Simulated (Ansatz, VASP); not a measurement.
# Ti in VASP and in Ansatz

```
Ti
1.0
     4.92075    0.00000    0.00000
    -2.46038    4.26150    0.00000
     0.00000    0.00000    2.43413
Ti
3
Direct
  0.00000 0.00000 0.00000
  0.33333 0.66667 0.50000
  0.66667 0.33333 0.50000
```

Alike in both runs: task single point; functional r2SCAN; k mesh 12 × 12 × 18; occupations gaussian, width 0.15 eV; no spin polarisation.

```csv
,VASP,Ansatz
version,VASP 6.6.1,Ansatz 0.2.0
potentials or method,"VASP PAW PBE potentials, release 64 (Ti_sv), cutoff 520 eV","scalar-relativistic, plane waves, PAW"
valence electrons in the cell,36,36
```

```csv
,VASP,Ansatz,Ansatz less VASP
gap on the k mesh at the Fermi level (eV),none,none,-
pressure (GPa),1.1,0.6,-0.54
"traceless stress, the component that is largest in VASP (GPa)",5.09,4.83,-0.260
```

VASP's potentials were made for PBE, not for r2SCAN. A gap of «none» marks a metal or a gap that the smearing closes.
